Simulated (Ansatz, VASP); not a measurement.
# NbC in VASP and in Ansatz

```
Nb C
1.0
     0.00000    2.21382    2.21382
     2.21382    0.00000    2.21382
     2.21382    2.21382    0.00000
Nb C
1 1
Direct
  0.00000 0.00000 0.00000
  0.50000 0.50000 0.50000
```

Alike in both runs: functional LDA; k mesh 8 × 8 × 8; occupations gaussian, width 0.1 eV; no spin polarisation.

Ansatz relaxed the structure, and its values are those at the end. VASP's run is a single point on that final structure, the one shown.

|  | VASP | Ansatz |
| --- | --- | --- |
| version | VASP 6.6.1 | Ansatz 0.2.0 |
| potentials or method | VASP PAW LDA potentials, release 64 (Nb_sv, C), cutoff 600 eV | scalar-relativistic, plane waves, PAW |
| valence electrons in the cell | 17 | 17 |

Ansatz gave:

```
gap on the k mesh at the Fermi level (eV) : none
pressure (GPa)                            : -0.1
```

Question: What did VASP give for the same quantities?

Answer: gap on the k mesh at the Fermi level (eV): none; pressure (GPa): -0.2.

Ansatz warns that its potentials were made for another functional, while VASP's fit it. LDA's correlation is that of Perdew and Zunger in VASP and of Perdew and Wang (1992) in Ansatz. A gap of «none» marks a metal or a gap that the smearing closes.
